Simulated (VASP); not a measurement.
Input of a VASP 6.6.1 run:

The input INCAR:

```
PREC     = Accurate       # precision mode
ENCUT    = 520            # plane-wave cutoff, eV
EDIFF    = 1E-7           # SCF threshold, eV
ISMEAR   = 0              # smearing method
SIGMA    = 0.1            # smearing width, eV
LREAL    = False          # projectors in reciprocal space
LASPH    = True           # aspherical terms in the spheres
NELM     = 60             # most SCF steps
ALGO     = Fast           # electronic algorithm
ISIF     = 2              # what is computed and relaxed
LWAVE    = False          # write WAVECAR
LCHARG   = True           # write CHGCAR
GGA      = PE             # functional
LELF     = True           # ELF
LVHAR    = True         
NBANDS   = 36             # bands
```

File KPOINTS:

```
Automatic mesh
0
Gamma
  6 6 8
```

POSCAR

```
Be2SbP3
1.0
    6.7390906502      0.0000000000      0.0000000000
   -3.3695453251      5.8362237014      0.0000000000
    0.0000000000      0.0000000000      5.3597712596
Be Sb P
4 2 6
Direct
    0.0000000000      0.0000000000      0.0000000000
    0.0000000000      0.5000000000      0.0000000000
    0.5000000000      0.0000000000      0.0000000000
    0.5000000000      0.5000000000      0.0000000000
    0.6666666667      0.3333333333      0.5612052140
    0.3333333333      0.6666666667      0.4387947860
    0.8234466316      0.1765533684      0.1956993347
    0.8234466316      0.6468932632      0.1956993347
    0.3531067368      0.1765533684      0.1956993347
    0.6468932632      0.8234466316      0.8043006653
    0.1765533684      0.8234466316      0.8043006653
    0.1765533684      0.3531067368      0.8043006653
```

Potentials or basis: VASP PAW PBE potentials, release 64 (Be, Sb, P).

Run with:

```console
$ cat potpaw_PBE.64/Be/POTCAR potpaw_PBE.64/Sb/POTCAR potpaw_PBE.64/P/POTCAR > POTCAR
$ mpirun -np 1 vasp_std > vasp.out
```

Problem. Predict the pressure.

Solution. 0.0 GPa.

Problem. What does it give for the largest force?

Solution. 0.006 eV/Å.

Forces in eV/Å, atoms in the order of the input:
```
Be   0.000  0.000  0.000
Be   0.000  0.000  0.000
Be   0.000  0.000  0.000
Be   0.000  0.000  0.000
Sb   0.000  0.000  0.006
Sb   0.000  0.000 -0.006
P    0.002 -0.001 -0.002
P    0.000  0.002 -0.002
P   -0.002 -0.001 -0.002
P    0.002  0.001  0.002
P   -0.002  0.001  0.002
P    0.000 -0.002  0.002
```
